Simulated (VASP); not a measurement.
# Nb32H (a cell with a defect) in VASP: further runs, part 2 of 2

VASP 6.6.1.

### 3 Single point, PBE

INCAR reads:

```
SYSTEM = Nb32H
PREC     = Accurate       ! precision mode
ENCUT    = 520            ! plane-wave cutoff, eV
EDIFF    = 1E-6           ! SCF threshold, eV
ISMEAR   = 1              ! smearing method
SIGMA    = 0.1            ! smearing width, eV
LREAL    = Auto         
LASPH    = .TRUE.         ! aspherical terms in the spheres
NELM     = 80             ! most SCF steps
ALGO     = Normal         ! electronic algorithm
ISIF     = 2              ! what is computed and relaxed
LWAVE    = .FALSE.        ! write WAVECAR
LCHARG   = .FALSE.        ! write CHGCAR
GGA      = PE             ! functional
NBANDS   = 230            ! bands
```

KPOINTS reads:

```
Automatic mesh
0
G
  1 1 1
  0 0 0
```

POSCAR reads:

```
Nb32H
1.0
    0.0000000000      6.6171497900      6.6171497900
    6.6171497900      0.0000000000      6.6171497900
    6.6171497900      6.6171497900      0.0000000000
Nb H
32 1
Direct
   -0.0001953187     -0.0017884159     -0.0011996142
    0.1221955640      0.1274495106      0.1265476856
    0.2527281215      0.2476584610      0.2487999559
    0.3786157971      0.3753582058      0.3716603562
    0.0021702142     -0.0005092660      0.4967932731
    0.1248083376      0.1262434720      0.6254063195
    0.2521679306      0.2413049375      0.7559851554
    0.3750874603      0.3746478831      0.8782426440
    0.0018408103      0.4979689027     -0.0003187628
    0.1240087036      0.6257875156      0.1285622923
    0.2520850522      0.7510992798      0.2446397558
    0.3746307570      0.8782233297      0.3756655585
   -0.0059886962      0.4990334188      0.4981250308
    0.1191442618      0.6326557096      0.6309623995
    0.2532457857      0.7481933442      0.7480072778
    0.3731894877      0.8760825147      0.8761739314
    0.5040332766     -0.0017738701     -0.0014382654
    0.6251956145      0.1253735830      0.1248270891
    0.7506565174      0.2484513532      0.2499317235
    0.8738557683      0.3753418259      0.3768858490
    0.5015691013     -0.0008839602      0.4973287013
    0.6218813324      0.1279242015      0.6260966265
    0.7513590585      0.2467365580      0.7503065218
    0.8714777533      0.3755336442      0.8787101269
    0.5003174809      0.4989807180     -0.0005105059
    0.6219809940      0.6258873229      0.1283978431
    0.7516368505      0.7506489942      0.2461024300
    0.8718843551      0.8776466288      0.3753131227
    0.5051839340      0.4976040272      0.4984179179
    0.6235323124      0.6259308885      0.6279445764
    0.7503379058      0.7494628175      0.7483353707
    0.8725310242      0.8769665024      0.8773880115
    0.1862217609      0.4402970993      0.5638353657
```

Potentials or basis: VASP PAW PBE potentials, release 64 (Nb_sv, H).

Started as:

```bash
$ cat potpaw_PBE.64/Nb_sv/POTCAR potpaw_PBE.64/H/POTCAR > POTCAR
$ mpirun -np 1 vasp_gam > vasp.out
```

OUTCAR:

```text
SYSTEM = Nb32H
   PREC = Accurate
   ENCUT = 520
   EDIFF = 1E-6
   ISMEAR = 1
   LREAL = Auto
   LASPH = .TRUE.
   NELM = 80
   ISIF = 2
   GGA = PE

 ion  position               nearest neighbor table
   1  1.000  0.998  0.999-  32 2.83  10 2.85  16 2.85   6 2.85  18 2.86  28 2.88  24 2.88   2 2.90

   2  0.122  0.127  0.127-   5 2.83   9 2.83   7 2.83  19 2.84   3 2.85  11 2.88   1 2.90  17 2.92

   3  0.253  0.248  0.249-  12 2.82   8 2.83  18 2.85   2 2.85   4 2.88   6 2.88  10 2.89  20 2.90
[... 55 lines left out ...]
  31  0.750  0.749  0.748-  14 2.82  30 2.83  28 2.85  24 2.86  16 2.88  22 2.89  32 2.89  26 2.90

  32  0.873  0.877  0.877-  17 2.82  27 2.82  23 2.83   1 2.83  31 2.89   9 2.90   5 2.91  15 2.91

  33  0.186  0.440  0.564-   4 1.90  14 1.91   7 1.92  13 1.92

  LATTYP: Found a face centered cubic cell.
 ALAT       =    13.2342995800

  Lattice vectors:

 A1 = (   0.0000000000,   6.6171497900,   6.6171497900)
 A2 = (   6.6171497900,   0.0000000000,   6.6171497900)
 A3 = (   6.6171497900,   6.6171497900,   0.0000000000)

Analysis of symmetry for initial positions (statically):
=====================================================================
 Subroutine PRICEL returns:
 Original cell was already a primitive cell.

 Routine SETGRP: Setting up the symmetry group for a
 face centered cubic supercell.

 Subroutine GETGRP returns: Found  1 space group operations
 (whereof  1 operations were pure point group operations)
 out of a pool of 48 trial point group operations.

The static configuration has the point symmetry C_1 .

Analysis of symmetry for dynamics (positions and initial velocities):
=====================================================================
 Subroutine PRICEL returns:
 Original cell was already a primitive cell.

 Routine SETGRP: Setting up the symmetry group for a
 face centered cubic supercell.

 Subroutine GETGRP returns: Found  1 space group operations
 (whereof  1 operations were pure point group operations)
 out of a pool of 48 trial point group operations.

The dynamic configuration has the point symmetry C_1 .

 Subroutine INISYM returns: Found  1 space group operations
 (whereof  1 operations are pure point group operations),
 and found     1 'primitive' translations

----------------------------------------------------------------------------------------

                                     Primitive cell

  volume of cell :     579.4859

  direct lattice vectors                    reciprocal lattice vectors
     0.000000000  6.617149790  6.617149790    -0.075561233  0.075561233  0.075561233
     6.617149790  0.000000000  6.617149790     0.075561233 -0.075561233  0.075561233
     6.617149790  6.617149790  0.000000000     0.075561233  0.075561233 -0.075561233

  length of vectors
     9.358062977  9.358062977  9.358062977     0.130875895  0.130875895  0.130875895

  position of ions in fractional coordinates (direct lattice)
     0.999804681  0.998211584  0.998800386
     0.122195564  0.127449511  0.126547686
[... 80 lines left out ...]
     0.075561233 -0.075561233  0.075561233     0.000000000  1.000000000  0.000000000
     0.075561233  0.075561233 -0.075561233     0.000000000  0.000000000  1.000000000

  Length of vectors
     0.130875895  0.130875895  0.130875895

  Shift w.r.t. Gamma in fractional coordinates (k-lattice)
     0.000000000  0.000000000  0.000000000

 Subroutine IBZKPT returns following result:
 ===========================================

 Found      1 irreducible k-points:

 Following reciprocal coordinates:
            Coordinates               Weight
  0.000000  0.000000  0.000000      1.000000
   k-points           NKPTS =      1   k-points in BZ     NKDIM =      1   number of bands    NBANDS=    230
   number of dos      NEDOS =    301   number of ions     NIONS =     33
   total plane-waves  NPLWV = 343000
   dimension x,y,z NGX =    70 NGY =   70 NGZ =   70
   dimension x,y,z NGXF=   140 NGYF=  140 NGZF=  140
   ions per type =              32   1
   NGX,Y,Z   is equivalent  to a cutoff of  12.44, 12.44, 12.44 a.u.
   NGXF,Y,Z  is equivalent  to a cutoff of  24.87, 24.87, 24.87 a.u.
 SYSTEM =  Nb32H
   PREC   = accura    normal or accurate (medium, high low for compatibility)
   ISTART =      0    job   : 0-new  1-cont  2-samecut
   ICHARG =      2    charge: 1-file 2-atom 10-const
   ISPIN  =      1    spin polarized calculation?
   LNONCOLLINEAR =      F non collinear calculations
   LSORBIT =      F    spin-orbit coupling
   LASPH  =      T    aspherical Exc in radial PAW
   ENCUT  =  520.0 eV  38.22 Ry    6.18 a.u.  17.40 17.40 17.40*2*pi/ulx,y,z
   NELM   =     80;   NELMIN=  2; NELMDL= -5     # of ELM steps
   EDIFF  = 0.1E-05   stopping-criterion for ELM
   LREAL  =      T    real-space projection
   EDIFFG = 0.1E-04   stopping-criterion for IOM
   NSW    =      0    number of steps for IOM
[... 5 lines left out ...]
   TEBEG  =    0.0;   TEEND  =   0.0 temperature during run
   PSTRESS=    0.0 pullay stress
   NELECT =     417.0000    total number of electrons
   NUPDOWN=      -1.0000    fix difference up-down
   EMIN   =  10.00;   EMAX   =-10.00  energy-range for DOS
   EFERMI =   0.00;   METHOD = LEGACY
   ISMEAR =     1;   SIGMA  =   0.10  broadening in eV -4-tet -1-fermi 0-gaus
   EFERMI_NEDOS =   21; number of points for ismear=-14 and -15
   IALGO  =     38    algorithm
   IMIX   =      4    mixing-type and parameters
     AMIX     =   0.40;   BMIX     =  1.00
     AMIX_MAG =   1.60;   BMIX_MAG =  1.00
  volume/ion in A,a.u.               =      17.56       118.50
  Fermi-wavevector in a.u.,A,eV,Ry     =   1.467031  2.772286 29.282176  2.152179
  Thomas-Fermi vector in A             =   2.582697
   LORBIT       =      0    0 simple, 1 ext, 2 COOP (PROOUT), +10 PAW based schemes
   GGA     = PE    functional components
   LHFCALC =     F    Hartree Fock is set to
   AEXX    =    0.0000 exact exchange contribution
   IVDW    =     0    specifies the selected vdW correction
   LEPSILON=     F    determine dielectric tensor
   LRPA    =     F    only Hartree local field effects (RPA)
 non-spin polarized calculation
 Methfessel and Paxton  Order N= 1 SIGMA  =   0.10
  energy-cutoff  :      520.00
  volume of cell :      579.49
 maximum number of plane-waves:      7797
 NGX is ok and might be reduce to    70
   NGX = 35   NGY = 35   NGZ = 35

 number of electron     417.0000001 magnetization

 Free energy of the ion-electron system (eV)
  ---------------------------------------------------
  ext. energy  EPLUGINS =         0.00000000
  ---------------------------------------------------
  free energy    TOTEN  =      -346.21241096 eV

  energy without entropy =     -346.33385806  energy(sigma->0) =     -346.25289333

 E-fermi :  10.1929     XC(G=0): -12.4958

 val. band max:       10.0944486053   @ k =   0.0000   0.0000   0.0000
 cond. band min:      10.2374650891   @ k =   0.0000   0.0000   0.0000
 fundamental gap:      0.1430164838
 Fermi energy:        10.1928723076

 k-point     1 :       0.0000    0.0000    0.0000
  band No.  band energies     occupation
      1     -43.3399      2.00000
      2     -43.2453      2.00000
      3     -43.2169      2.00000
      4     -43.2063      2.00000
      5     -43.1929      2.00000
      6     -43.1652      2.00000
[... 212 lines left out ...]
    219      12.0376     -0.00000
    220      12.0480     -0.00000
 [bands above 220 left out]

------------------------ aborting loop because EDIFF is reached ----------------------------------------

  FORCE on cell =-STRESS in cart. coord.  units (eV):
  Direction    XX          YY          ZZ          XY          YZ          ZX
  --------------------------------------------------------------------------------------
  -------------------------------------------------------------------------------------
  Total      -20.5909662    -16.4193277    -16.7896315     -0.0049700      0.0126750      0.1395265
  in kB      -56.9304236    -45.3965722    -46.4203974     -0.0137411      0.0350441      0.3857665
  external PRESSURE =     -49.5824644 kB  Pullay stress =       0.0000000 kB

 VOLUME and BASIS-vectors are now :
 -----------------------------------------------------------------------------
  energy-cutoff  :      520.00
  volume of cell :      579.49
      direct lattice vectors                 reciprocal lattice vectors
     0.000000000  6.617149790  6.617149790    -0.075561233  0.075561233  0.075561233
     6.617149790  0.000000000  6.617149790     0.075561233 -0.075561233  0.075561233
     6.617149790  6.617149790  0.000000000     0.075561233  0.075561233 -0.075561233

 POSITION                                       TOTAL-FORCE (eV/Angst)
 -----------------------------------------------------------------------------------
     13.21453     13.22507     13.22117         0.006497      0.003108     -0.001536
      1.68074      1.64597      1.65194        -0.011931      0.001156     -0.002336
      3.28514      3.31869      3.31113        -0.003716     -0.005793     -0.012197
      4.94313      4.96469      4.98916        -0.004592     -0.006083      0.008488
      9.90114      3.30172      6.62814         0.002992      0.004976     -0.003426
      4.97378      4.96428      1.66125        -0.002546     -0.001802     -0.001666
[... 25 lines left out ...]
     11.60883     11.57948     11.57669        -0.015163     -0.001657      0.002900
      6.64449      4.96324      4.14577         0.000233     -0.000960     -0.004114
 -----------------------------------------------------------------------------------
    total drift:                               -0.006499      0.001359     -0.002752

  FREE ENERGIE OF THE ION-ELECTRON SYSTEM (eV)
  ---------------------------------------------------
  free  energy   TOTEN  =      -346.2124109592 eV

  energy  without entropy=     -346.3338580623  energy(sigma->0) =     -346.25289333
```

It took 14 min on 1 thread of Intel Xeon 8259CL, shared host; peak memory 0.69 GiB.

What came out:

- Free energy: -346.2124 eV
- Pressure: -5.0 GPa
- Largest force: 0.021 eV/Å
- Band gap on the k mesh: zero (an odd number of electrons rules out a gap without spin polarisation)

Forces on the atoms (eV/Å):
```
Nb   0.006  0.003 -0.002
Nb  -0.012  0.001 -0.002
Nb  -0.004 -0.006 -0.012
Nb  -0.005 -0.006  0.008
Nb   0.003  0.005 -0.003
Nb  -0.003 -0.002 -0.002
Nb   0.005 -0.007  0.002
Nb  -0.008  0.000 -0.003
Nb   0.015 -0.004  0.015
Nb  -0.010 -0.011  0.006
Nb   0.013  0.007  0.004
Nb  -0.004 -0.002  0.012
Nb   0.008  0.009  0.001
Nb  -0.003  0.002 -0.012
Nb   0.008 -0.003 -0.004
Nb  -0.004  0.007 -0.002
Nb   0.012 -0.013 -0.007
Nb   0.002  0.006  0.007
Nb   0.005  0.010  0.004
Nb  -0.004 -0.003 -0.001
Nb   0.002  0.009 -0.018
Nb  -0.007  0.011  0.007
Nb   0.009  0.002 -0.007
Nb  -0.009  0.004 -0.004
Nb   0.001 -0.006  0.004
Nb  -0.009 -0.009 -0.001
Nb   0.009  0.014 -0.001
Nb  -0.010 -0.008  0.004
Nb   0.005 -0.005 -0.001
Nb  -0.004 -0.009  0.005
Nb   0.008  0.005  0.004
Nb  -0.015 -0.002  0.003
H    0.000 -0.001 -0.004
```

Caveat: the k points lie up to 0.82 Å⁻¹ apart, too coarse for converged energies and pressures of a metal.

### 4 Single point, PBE

INCAR reads:

```
PREC = Accurate
ENCUT = 520
EDIFF = 1E-6
ISMEAR = 1
SIGMA = 0.1
LREAL = Auto
LASPH = T
NELM = 100
ALGO = Normal
ISIF = 2
LWAVE = F
LCHARG = F
GGA = PE
NBANDS = 230
```

KPOINTS reads:

```
regular mesh
0
Gamma
  1 1 1
```

POSCAR reads:

```
Nb32H
1.0
    0.0000000000      6.6171497900      6.6171497900
    6.6171497900      0.0000000000      6.6171497900
    6.6171497900      6.6171497900      0.0000000000
Nb H
32 1
Direct
   -0.0006183931     -0.0015147005     -0.0010657156
    0.1243819509      0.1276904750      0.1261384473
    0.2511740028      0.2483811085      0.2503005150
    0.3750084370      0.3753662950      0.3712432207
    0.0013651648      0.0000204771      0.4966386744
    0.1242245568      0.1276378088      0.6261843288
    0.2508682821      0.2416679463      0.7556390831
    0.3749035580      0.3751458073      0.8788310956
    0.0004320591      0.4987272625     -0.0009978616
    0.1237962757      0.6256127837      0.1289956442
    0.2524010417      0.7518644217      0.2436436459
    0.3755953211      0.8774831588      0.3753367505
   -0.0006528491      0.4971787105      0.4987505353
    0.1180766682      0.6332812666      0.6306292184
    0.2519902908      0.7492512120      0.7488164326
    0.3751876682      0.8763478513      0.8759983050
    0.5034555066     -0.0015768874     -0.0009974838
    0.6248616294      0.1252663195      0.1248941049
    0.7516783899      0.2476369059      0.2488898623
    0.8744124258      0.3755091057      0.3764914017
    0.5023936446     -0.0008243731      0.4976172679
    0.6240994433      0.1261569598      0.6251677280
    0.7516867017      0.2469887417      0.7507112061
    0.8722443474      0.3742506334      0.8784962838
    0.5016356899      0.4993606923     -0.0007629418
    0.6220014101      0.6257663241      0.1286872033
    0.7515837117      0.7510806250      0.2461683733
    0.8714102269      0.8781821758      0.3755879916
    0.5096152584      0.4986662845      0.4985870964
    0.6231108001      0.6261533487      0.6277352987
    0.7511857307      0.7482006086      0.7483329919
    0.8735174786      0.8774582992      0.8770071986
    0.3101299752      0.4407668849      0.5633411088
```

Started as:

```bash
$ cat potpaw_PBE.64/Nb_sv/POTCAR potpaw_PBE.64/H/POTCAR > POTCAR
$ mpirun -np 1 vasp_gam > vasp.out
```

It took 15 min on 1 thread of Intel Xeon 8259CL, shared host; peak memory 0.71 GiB.

It converged, with:

- Free energy: -346.2122 eV
- Pressure: -5.0 GPa
- Largest force: 0.025 eV/Å
- Band gap on the k mesh: zero (an odd number of electrons rules out a gap without spin polarisation)

Forces in eV/Å, atoms in the order of the input:
```
Nb  -0.003  0.002  0.006
Nb  -0.006  0.009  0.003
Nb  -0.009 -0.004 -0.006
Nb   0.020  0.012  0.004
Nb   0.000  0.010 -0.004
Nb  -0.010  0.009 -0.005
Nb   0.011 -0.016  0.009
Nb   0.004  0.000  0.002
Nb   0.011 -0.002 -0.001
Nb  -0.016 -0.012  0.015
Nb   0.015  0.004 -0.020
Nb   0.005 -0.002  0.001
Nb   0.022  0.002  0.010
Nb  -0.023  0.003 -0.010
Nb   0.013 -0.005  0.008
Nb  -0.005 -0.001 -0.008
Nb   0.000 -0.006 -0.013
Nb   0.011 -0.005  0.009
Nb  -0.004 -0.015 -0.010
Nb   0.003 -0.001  0.007
Nb   0.000 -0.012 -0.013
Nb   0.008  0.012 -0.001
Nb  -0.007  0.000  0.002
Nb  -0.008 -0.002  0.020
Nb   0.003 -0.005 -0.009
Nb  -0.009  0.004  0.017
Nb  -0.004  0.004 -0.017
Nb  -0.001  0.019  0.011
Nb   0.007 -0.019 -0.013
Nb  -0.005  0.005  0.004
Nb  -0.003  0.002 -0.002
Nb  -0.018  0.004  0.003
H   -0.003  0.004  0.000
```

Stress tensor (GPa, compression positive):
```
-5.72 -0.04  0.00
-0.04 -4.66  0.01
 0.00  0.01 -4.56
```

Levels at points of the mesh, in eV from the Fermi level:
```tsv
k point	band 204	band 205	band 206	band 207	band 208	band 209	band 210	band 211	band 212	band 213
(0.00, 0.00, 0.00)	-0.14	-0.13	-0.12	-0.11	-0.09	0.04	1.24	1.26	1.26	1.72
```

Caveat: the k points lie up to 0.82 Å⁻¹ apart, too coarse for converged energies and pressures of a metal.

The gap in the log of VASP goes by the Fermi energy; the results here count the filled bands.